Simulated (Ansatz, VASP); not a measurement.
**AlFe: VASP beside Ansatz**

The input INCAR:

```
  PREC = Accurate
  ENCUT = 520
  EDIFF = 1E-7
  ISMEAR = -1
  SIGMA = 0.05
  LREAL = False
  LASPH = True
  NELM = 150
  ALGO = Normal
  ISIF = 2
  LWAVE = False
  LCHARG = False
  ISPIN = 2
  MAGMOM = 0 3
  LORBIT = 11
  LMAXMIX = 4
  GGA = PE
  IBRION = 2
  NSW = 80
  EDIFFG = -0.02
```

File KPOINTS:

```
Automatic mesh
0
Gamma
  11 11 11
```

Contents of POSCAR:

```
AlFe
1.0
    2.9100000000      0.0000000000      0.0000000000
    0.0000000000      2.9100000000      0.0000000000
    0.0000000000      0.0000000000      2.9100000000
Al Fe
1 1
Direct
    0.0000000000      0.0000000000      0.0000000000
    0.5000000000      0.5000000000      0.5000000000
```

Input for Ansatz:

```yaml
crystal:
  lattice:
    - [2.91, 0.0, 0.0]
    - [0.0, 2.91, 0.0]
    - [0.0, 0.0, 2.91]
  atoms:
    - { symbol: Al, position: [0.0, 0.0, 0.0] }
    - { symbol: Fe, position: [0.5, 0.5, 0.5], spin: 3.0 }
magnetization:
  spin_polarized: true
kpoints:
  mp_grid: { grid: [11, 11, 11] }
scf:
  occupations: { method: fermi_dirac, width: 0.05 }
hamiltonian:
  xc: pbe
  pseudopotentials: { kind: paw }
output:
  forces: true
  stress: true
  populations: true
  efg:
    quadrupole_moments_barn: { Al: 0.1466, Fe: 0.16 }
    contact_densities: true
  write_density: true
  write_potential: true
  elf: true
  volumetric_format: npy
relax:
  f_tol: 0.02
  max_steps: 60
```

Alike in both runs: task relaxation of the atoms; functional PBE; k mesh 11 × 11 × 11; occupations fermi-dirac, width 0.05 eV; collinear spin.

|  | VASP | Ansatz |
| --- | --- | --- |
| version | VASP 6.6.1 | Ansatz 0.2.0 |
| potentials or method | VASP PAW PBE potentials, release 64 (Al, Fe) | plane-wave PAW, scalar-relativistic |
| plane-wave cutoff (eV) | 520 | 420 |
| valence electrons in the cell | 11 | 19 |

VASP gave:

```
net moment per atom (μB)                                      : 0.35
size of the moment on the site where the two differ most (μB) : 0.03
```

Question: Estimate Ansatz's values.

Answer: net moment per atom (μB): 0.36; size of the moment on the site where the two differ most (μB): 0.03.

Site moments also hang on the region over which each program counts them. VASP's potentials hold 11 valence electrons a cell and Ansatz's 19, so a difference there can come from the potentials and not from the codes. Ansatz's warnings: stress scf threshold loose.

Noted on VASP's run: the relaxation stopped at its first step, so nothing moved.
